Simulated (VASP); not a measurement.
# As in VASP: further runs

The runs below take As through single point, with PBE+D3(BJ).

Everything below comes from runs of VASP 6.6.1. Logs are shortened: lines on timing, memory, paths and dates and some standing lists are left out, and cuts for length are marked.

## (1) The cell of the first run

The cell holds a slab with vacuum, 2 atoms: a = 3.348 Å, b = 3.348 Å, c = 28.574 Å, α = 90.00°, β = 90.00°, γ = 120.00°.

## (2) Single point, PBE+D3(BJ)

Input file INCAR:

```
PREC = Accurate
ENCUT = 400
EDIFF = 1E-6
ISMEAR = 0
SIGMA = 0.02
LREAL = False
LASPH = True
NELM = 120
ALGO = Normal
ISIF = 2
LWAVE = False
LCHARG = True
LDIPOL = True
IDIPOL = 3
DIPOL = 0.5 0.5 0.500
GGA = PE
IVDW = 12
LELF = True
LVHAR = True
LVACPOTAV = True
NBANDS = 22
GGA_COMPAT = False
NELMDL = -8
```

Input file KPOINTS:

```
Automatic mesh
0
Gamma
  9 9 1
```

Input file POSCAR:

```
As
1.0
    3.3480000000      0.0000000000      0.0000000000
   -1.6740000000      2.8994530519      0.0000000000
    0.0000000000      0.0000000000     28.5742413766
As
2
Direct
    0.3333333333      0.6666666667      0.4790370638
    0.6666666667      0.3333333333      0.5209629362
```

Potentials or basis: VASP PAW PBE potentials, release 64 (As_d).

Command:

```sh
$ cat potpaw_PBE.64/As_d/POTCAR > POTCAR
$ mpirun -np 1 vasp_std > vasp.out
```

OUTCAR:

```text
PREC = Accurate
   ENCUT = 400
   EDIFF = 1E-6
   ISMEAR = 0
   LREAL = False
   LASPH = True
   NELM = 120
   ISIF = 2
   GGA = PE
   IVDW = 12
   NELMDL = -8
 IVDW          = 12

 ion  position               nearest neighbor table
   1  0.333  0.667  0.479-   2 2.27   2 2.27   2 2.27
   2  0.667  0.333  0.521-   1 2.27   1 2.27   1 2.27

  LATTYP: Found a hexagonal cell.
 ALAT       =     3.3480000000
 C/A-ratio  =     8.5347196465

  Lattice vectors:

 A1 = (   3.3480000000,   0.0000000000,   0.0000000000)
 A2 = (  -1.6740000000,   2.8994530519,   0.0000000000)
 A3 = (   0.0000000000,   0.0000000000,  28.5742413766)

Analysis of symmetry for initial positions (statically):
=====================================================================
 Subroutine PRICEL returns:
 Original cell was already a primitive cell.

 Routine SETGRP: Setting up the symmetry group for a
 hexagonal supercell.

 Subroutine GETGRP returns: Found 12 space group operations
 (whereof 12 operations were pure point group operations)
 out of a pool of 24 trial point group operations.

The static configuration has the point symmetry D_3d.

Analysis of symmetry for dynamics (positions and initial velocities):
=====================================================================
 Subroutine PRICEL returns:
 Original cell was already a primitive cell.

 Routine SETGRP: Setting up the symmetry group for a
 hexagonal supercell.

 Subroutine GETGRP returns: Found 12 space group operations
 (whereof 12 operations were pure point group operations)
 out of a pool of 24 trial point group operations.

The dynamic configuration has the point symmetry D_3d.

 Subroutine INISYM returns: Found 12 space group operations
 (whereof 12 operations are pure point group operations),
 and found     1 'primitive' translations

----------------------------------------------------------------------------------------

                                     Primitive cell

  volume of cell :     277.3807

  direct lattice vectors                    reciprocal lattice vectors
     3.348000000  0.000000000  0.000000000     0.298685783  0.172446317  0.000000000
    -1.674000000  2.899453052  0.000000000     0.000000000  0.344892634  0.000000000
     0.000000000  0.000000000 28.574241377     0.000000000  0.000000000  0.034996555

  length of vectors
     3.348000000  3.348000000 28.574241377     0.344892634  0.344892634  0.034996555

  position of ions in fractional coordinates (direct lattice)
     0.333333333  0.666666667  0.479037064
     0.666666667  0.333333333  0.520962936

  ion indices of the primitive-cell ions
   primitive index   ion index
                 1           1
                 2           2

----------------------------------------------------------------------------------------

 KPOINTS: Automatic mesh

Automatic generation of k-mesh.
 Grid dimensions read from file:
 generate k-points for:    9    9    1

 Generating k-lattice:

  Cartesian coordinates                     Fractional coordinates (reciprocal lattice)
     0.033187309  0.019160702  0.000000000     0.111111111  0.000000000  0.000000000
     0.000000000  0.038321404  0.000000000     0.000000000  0.111111111  0.000000000
     0.000000000  0.000000000  0.034996555     0.000000000  0.000000000  1.000000000

  Length of vectors
     0.038321404  0.038321404  0.034996555

  Shift w.r.t. Gamma in fractional coordinates (k-lattice)
     0.000000000  0.000000000  0.000000000

 Subroutine IBZKPT returns following result:
 ===========================================

 Found     12 irreducible k-points:

 Following reciprocal coordinates:
            Coordinates               Weight
  0.000000  0.000000  0.000000      1.000000
  0.111111  0.000000  0.000000      6.000000
  0.222222  0.000000  0.000000      6.000000
  0.333333  0.000000  0.000000      6.000000
  0.444444  0.000000  0.000000      6.000000
  0.111111  0.111111  0.000000      6.000000
  0.222222  0.111111  0.000000     12.000000
  0.333333  0.111111  0.000000     12.000000
  0.444444  0.111111  0.000000      6.000000
  0.222222  0.222222  0.000000      6.000000
  0.333333  0.222222  0.000000     12.000000
  0.333333  0.333333  0.000000      2.000000
   k-points           NKPTS =     12   k-points in BZ     NKDIM =     12   number of bands    NBANDS=     22
   number of dos      NEDOS =    301   number of ions     NIONS =      2
   total plane-waves  NPLWV = 110592
   dimension x,y,z NGX =    24 NGY =   24 NGZ =  192
   dimension x,y,z NGXF=    48 NGYF=   48 NGZF=  384
   ions per type =               2
   NGX,Y,Z   is equivalent  to a cutoff of  11.92, 11.92, 11.17 a.u.
   NGXF,Y,Z  is equivalent  to a cutoff of  23.83, 23.83, 22.34 a.u.
 SYSTEM =  unknown system
   PREC   = accura    normal or accurate (medium, high low for compatibility)
   ISTART =      0    job   : 0-new  1-cont  2-samecut
   ICHARG =      2    charge: 1-file 2-atom 10-const
   ISPIN  =      1    spin polarized calculation?
   LNONCOLLINEAR =      F non collinear calculations
   LSORBIT =      F    spin-orbit coupling
   LASPH  =      T    aspherical Exc in radial PAW
   ENCUT  =  400.0 eV  29.40 Ry    5.42 a.u.   5.46  5.46 46.60*2*pi/ulx,y,z
   NELM   =    120;   NELMIN=  2; NELMDL= -8     # of ELM steps
   EDIFF  = 0.1E-05   stopping-criterion for ELM
   LREAL  =      F    real-space projection
   EDIFFG = 0.1E-04   stopping-criterion for IOM
   NSW    =      0    number of steps for IOM
   IBRION =     -1    ionic relax: 0-MD 1-quasi-New 2-CG
   NFREE  =      0    steps in history (QN), initial steepest desc. (CG)
   ISIF   =      2    stress and relaxation
   ISYM   =      2    0-nonsym 1-usesym 2-fastsym
   POTIM  = 0.5000    time-step for ionic-motion
   TEBEG  =    0.0;   TEEND  =   0.0 temperature during run
   PSTRESS=    0.0 pullay stress
   NELECT =      30.0000    total number of electrons
   NUPDOWN=      -1.0000    fix difference up-down
   EMIN   =  10.00;   EMAX   =-10.00  energy-range for DOS
   EFERMI =   0.00;   METHOD = LEGACY
   ISMEAR =     0;   SIGMA  =   0.02  broadening in eV -4-tet -1-fermi 0-gaus
   EFERMI_NEDOS =   21; number of points for ismear=-14 and -15
   IALGO  =     38    algorithm
   IMIX   =      4    mixing-type and parameters
     AMIX     =   0.40;   BMIX     =  1.00
     AMIX_MAG =   1.60;   BMIX_MAG =  1.00
  volume/ion in A,a.u.               =     138.69       935.93
  Fermi-wavevector in a.u.,A,eV,Ry     =   0.779991  1.473970  8.277603  0.608387
  Thomas-Fermi vector in A             =   1.883210
   LORBIT       =      0    0 simple, 1 ext, 2 COOP (PROOUT), +10 PAW based schemes
   GGA     = PE    functional components
   LHFCALC =     F    Hartree Fock is set to
   AEXX    =    0.0000 exact exchange contribution
   IVDW    =    12    specifies the selected vdW correction
   LEPSILON=     F    determine dielectric tensor
   LRPA    =     F    only Hartree local field effects (RPA)
 non-spin polarized calculation
 Gauss-broadening in eV      SIGMA  =   0.02
  energy-cutoff  :      400.00
  volume of cell :      277.38
 maximum number of plane-waves:      5157
 NGX is ok and might be reduce to    24
   NGX = 11   NGY = 11   NGZ = 93

 number of electron      30.0000038 magnetization

 dipolmoment           0.000000      0.000000      0.000000 electrons x Angstroem

 Free energy of the ion-electron system (eV)
  ---------------------------------------------------
  ext. energy  EPLUGINS =         0.00000000
  ---------------------------------------------------
  free energy    TOTEN  =        -8.49231459 eV

  energy without entropy =       -8.49231459  energy(sigma->0) =       -8.49231459

 E-fermi :  -4.3238     XC(G=0):  -2.0342

 val. band max:       -4.4692550244   @ k =   0.2222   0.1111   0.0000
 cond. band min:      -2.6876822678   @ k =   0.3333   0.0000   0.0000
 fundamental gap:      1.7815727567
 Fermi energy:        -4.3237569358

 k-point     1 :       0.0000    0.0000    0.0000
  band No.  band energies     occupation
      1     -39.7063      2.00000
      2     -39.7063      2.00000
      3     -39.6085      2.00000
      4     -39.6085      2.00000
      5     -39.5235      2.00000
      6     -39.4342      2.00000
[... 14 lines left out ...]
     21       1.4048      0.00000
     22       1.5857      0.00000

 k-point     2 :       0.1111    0.0000    0.0000
  band No.  band energies     occupation
      1     -39.7054      2.00000
      2     -39.6983      2.00000
      3     -39.6066      2.00000
      4     -39.6017      2.00000
      5     -39.5218      2.00000
      6     -39.4385      2.00000
[... 14 lines left out ...]
     21       1.6181      0.00000
     22       1.8087      0.00000

 k-point     3 :       0.2222    0.0000    0.0000
  band No.  band energies     occupation
      1     -39.7028      2.00000
      2     -39.6763      2.00000
      3     -39.6012      2.00000
      4     -39.5831      2.00000
      5     -39.5162      2.00000
      6     -39.4509      2.00000
[... 14 lines left out ...]
     21       2.3207      0.00000
     22       2.4605      0.00000

 k-point     4 :       0.3333    0.0000    0.0000
  band No.  band energies     occupation
      1     -39.6995      2.00000
      2     -39.6479      2.00000
      3     -39.5903      2.00000
      4     -39.5567      2.00000
      5     -39.5065      2.00000
      6     -39.4707      2.00000
[... 14 lines left out ...]
     21       3.3214      0.00000
     22       3.5605      0.00000

 k-point     5 :       0.4444    0.0000    0.0000
  band No.  band energies     occupation
      1     -39.6971      2.00000
      2     -39.6302      2.00000
      3     -39.5674      2.00000
      4     -39.5273      2.00000
      5     -39.5017      2.00000
      6     -39.4959      2.00000
[... 117 lines left out ...]
 k-point    10 :       0.2222    0.2222    0.0000
  band No.  band energies     occupation
      1     -39.7009      2.00000
      2     -39.6221      2.00000
      3     -39.5823      2.00000
      4     -39.5567      2.00000
      5     -39.4957      2.00000
      6     -39.4886      2.00000
[... 14 lines left out ...]
     21       3.8343      0.00000
     22       4.1322      0.00000

 k-point    11 :       0.3333    0.2222    0.0000
  band No.  band energies     occupation
      1     -39.7000      2.00000
      2     -39.5958      2.00000
      3     -39.5617      2.00000
      4     -39.5398      2.00000
      5     -39.5191      2.00000
      6     -39.4986      2.00000
[... 14 lines left out ...]
     21       4.9979      0.00000
     22       5.3472      0.00000

 k-point    12 :       0.3333    0.3333    0.0000
  band No.  band energies     occupation
      1     -39.7003      2.00000
      2     -39.5613      2.00000
      3     -39.5613      2.00000
      4     -39.5473      2.00000
      5     -39.5230      2.00000
      6     -39.5230      2.00000
[... 14 lines left out ...]
     21       5.4446      0.00000
     22       5.8947      0.00000

------------------------ aborting loop because EDIFF is reached ----------------------------------------

 Edisp (eV)   -0.48924

 E8    (eV) :    -0.2212

  FORCE on cell =-STRESS in cart. coord.  units (eV):
  Direction    XX          YY          ZZ          XY          YZ          ZX
  --------------------------------------------------------------------------------------
  -------------------------------------------------------------------------------------
  Total       6.39195     6.39195     5.46675     0.00000     0.00000     0.00000
  in kB      36.92049    36.92049    31.57648     0.00000     0.00000     0.00000
  external pressure =       35.14 kB  Pullay stress =        0.00 kB

 VOLUME and BASIS-vectors are now :
 -----------------------------------------------------------------------------
  energy-cutoff  :      400.00
  volume of cell :      277.38
      direct lattice vectors                 reciprocal lattice vectors
     3.348000000  0.000000000  0.000000000     0.298685783  0.172446317  0.000000000
    -1.674000000  2.899453052  0.000000000     0.000000000  0.344892634  0.000000000
     0.000000000  0.000000000 28.574241377     0.000000000  0.000000000  0.034996555

 POSITION                                       TOTAL-FORCE (eV/Angst)
 -----------------------------------------------------------------------------------
     -0.00000      1.93297     13.68812        -0.000000     -0.000000     -4.617536
      1.67400      0.96648     14.88612         0.000000      0.000000      4.617536
 -----------------------------------------------------------------------------------
    total drift:                               -0.000000     -0.000000      0.000000

  FREE ENERGIE OF THE ION-ELECTRON SYSTEM (eV)
  ---------------------------------------------------
  free  energy   TOTEN  =        -8.9815516187 eV

  energy  without entropy=       -8.9815516187  energy(sigma->0) =       -8.98155162

 vacuum level on the upper side and lower side of the slab         1.299         1.299
```

Run time: 1.7 min. Hardware: 1 thread of AMD EPYC 7R43 (Zen 3), shared host; peak memory 0.28 GiB.

Results:

* Free energy: -8.9816 eV
* Largest force: 4.618 eV/Å
* Band gap on the k mesh: 1.78 eV (least direct gap 2.12 eV)
* Dispersion energy per atom: -0.245 eV

Forces in eV/Å, atoms in the order of the input:
```
As   0.000  0.000 -4.618
As   0.000  0.000  4.618
```

Levels at points of the mesh, in eV from the valence-band top:
| k point | band 12 | band 13 | band 14 | band 15 | band 16 | band 17 | band 18 | band 19 |
| --- | --- | --- | --- | --- | --- | --- | --- | --- |
| (0.00, 0.00, 0.00) | -6.96 | -0.35 | -0.25 | -0.25 | 3.04 | 4.11 | 4.11 | 5.04 |

## (3) Single point, PBE+D3(BJ)

This run uses another cell than the first one.

Input file INCAR:

```
SYSTEM = As
  ALGO = Normal
  DIPOL = 0.5 0.5 0.500
  EDIFF = 1E-6
  ENCUT = 400
  GGA = PE
  GGA_COMPAT = .FALSE.
  IDIPOL = 3
  ISIF = 2
  ISMEAR = 0
  IVDW = 12
  LASPH = .TRUE.
  LCHARG = .FALSE.
  LDIPOL = .TRUE.
  LREAL = .FALSE.
  LWAVE = .FALSE.
  NBANDS = 22
  NELM = 120
  NELMDL = -8
  PREC = Accurate
  SIGMA = 0.02
```

Input file KPOINTS:

```
k-points
0
G
  9 9 1
  0 0 0
```

Input file POSCAR:

```
As
1.0
    3.6350000000      0.0000000000      0.0000000000
   -1.8175000000      3.1480023428      0.0000000000
    0.0000000000      0.0000000000     28.5742413766
As
2
Direct
    0.3333333333      0.6666666667      0.4790370638
    0.6666666667      0.3333333333      0.5209629362
```

Potentials or basis: VASP PAW PBE potentials, release 64 (As_d).

Command:

```sh
$ cat potpaw_PBE.64/As_d/POTCAR > POTCAR
$ mpirun -np 1 vasp_std > vasp.out
```

Run time: 46 s. Hardware: 1 thread of Intel Xeon 6975P-C (Granite Rapids), shared host; peak memory 0.32 GiB.

Results (log left out):

```
Free energy                : -9.5409 eV
Largest force              : 2.447 eV/Å
Band gap on the k mesh     : 0.96 eV (least direct gap 1.04 eV)
Dispersion energy per atom : -0.207 eV
```

Forces on the atoms (eV/Å):
```
As   0.000  0.000 -2.447
As   0.000  0.000  2.447
```

Levels at points of the mesh, in eV from the valence-band top:
```tsv
k point	band 11	band 12	band 13	band 14	band 15	band 16	band 17	band 18	band 19	band 20
(0.00, 0.00, 0.00)	-14.26	-6.79	-1.05	-1.05	-0.08	0.96	3.05	3.05	4.85	5.16
```

## (4) Single point, PBE+D3(BJ)

This run uses another cell than the first one.

Input file INCAR:

```
PREC = Accurate
ENCUT = 400
EDIFF = 1E-6
ISMEAR = 0
SIGMA = 0.02
LREAL = F
LASPH = T
NELM = 120
ALGO = Normal
ISIF = 2
LWAVE = F
LCHARG = T
LDIPOL = T
IDIPOL = 3
DIPOL = 0.5 0.5 0.500
GGA = PE
IVDW = 12
LELF = T
LVHAR = T
LVACPOTAV = T
NBANDS = 22
GGA_COMPAT = F
NELMDL = -8
```

Input file KPOINTS:

```
Automatic mesh
0
Gamma
  9 9 1
```

Input file POSCAR:

```
As
1.0
    3.4060000000      0.0000000000      0.0000000000
   -1.7030000000      2.9496825253      0.0000000000
    0.0000000000      0.0000000000     28.5742413766
As
2
Direct
    0.3333333333      0.6666666667      0.4895185319
    0.6666666667      0.3333333333      0.5104814681
```

Command:

```sh
$ cat potpaw_PBE.64/As_d/POTCAR > POTCAR
$ mpirun -np 1 vasp_std > vasp.out
```

Run time: 38 s. Hardware: 1 thread of Intel Xeon 6975P-C (Granite Rapids), shared host; peak memory 0.32 GiB.

The run converged. Its results:

```yaml
Free_energy: -4.8447 eV
Largest_force: 7.993 eV/Å
Band_gap_on_the_k_mesh: zero (bands 15 and 16 overlap by 1.52 eV)
Dispersion_energy_per_atom: -0.243 eV
```

Forces on the atoms (eV/Å):
```
As   0.000  0.000 -7.993
As   0.000  0.000  7.993
```

Levels at points of the mesh, in eV from the Fermi level:
```csv
k point,band 12,band 13,band 14,band 15,band 16,band 17,band 18,band 19
"(0.00, 0.00, 0.00)",-7.36,-4.36,-4.36,-0.46,0.33,1.50,1.50,3.29
```

## (5) The runs side by side

```csv
cell,gap on the mesh (eV),largest force (eV/Å)
"a = 3.348, b = 3.348, c = 28.574 Å, angles 90.0, 90.0, 120.0°, 2 atoms, atomic positions A",1.78,4.62
"a = 3.635, b = 3.635, c = 28.574 Å, angles 90.0, 90.0, 120.0°, 2 atoms, atomic positions A",0.96,2.45
"a = 3.406, b = 3.406, c = 28.574 Å, angles 90.0, 90.0, 120.0°, 2 atoms, atomic positions B",none,7.99
```

Alike in all rows: task single point; level PBE+D3(BJ); potentials or basis VASP PAW PBE potentials, release 64 (As_d); no spin polarisation; k mesh 9 × 9 × 1; cutoff (eV) 400; smearing gaussian 0.02 eV.

Absolute energies hang on the potentials; compare differences alone.

The gap in the log of VASP goes by the Fermi energy; the results here count the filled bands.